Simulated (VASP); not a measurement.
Write the native input for VASP 6.6.1 that does the following.

```yaml
Task: single point
Functional: PBE
Potentials_or_basis: VASP PAW PBE potentials, release 64 (Hg)
Cutoff: 500 eV
k_mesh: 12 × 12 × 12
Occupations: fermi-dirac, width 0.08 eV
Spin: no spin polarisation
Dipole_correction: no
Further_INCAR_settings: ALGO = Normal; EDIFF = 1e-06; NBANDS = 12
```

The structure of Hg lies in POSCAR:

```
Hg
1.0
    2.5857698666      0.0000000000      0.0000000000
    0.0000000000      2.5857698666      0.0000000000
    0.0000000000      0.0000000000      2.5857698666
Hg
1
Direct
    0.0000000000      0.0000000000      0.0000000000
```

This cell differs from its parent crystal: volume scaled by 0.58.

The input as run:

INCAR

```
ALGO = Normal ; EDIFF = 1E-6
ENCUT = 500 ; GGA = PE
GGA_COMPAT = F ; ISIF = 2
ISMEAR = -1 ; LASPH = T
LCHARG = F ; LREAL = F
LWAVE = F ; NBANDS = 12
NELM = 120 ; PREC = Accurate
SIGMA = 0.08
```

KPOINTS

```
k-points
0
Gamma
  12 12 12
```

Potentials or basis: VASP PAW PBE potentials, release 64 (Hg).

Command:

```bash
$ cat potpaw_PBE.64/Hg/POTCAR > POTCAR
$ mpirun -np 1 vasp_std > vasp.out
```

Results of the run:

The pressure is 69.3 GPa and the band gap on the k mesh is zero (band 6 reaches 12.24 eV, above the bottom of band 7 at 4.40 eV).

Caveat: spin-orbit coupling is left out, which moves the levels of the heavy elements.

It took 16 s on 1 thread of Intel Xeon 8259CL, with other jobs on the host, peak memory 0.13 GiB.
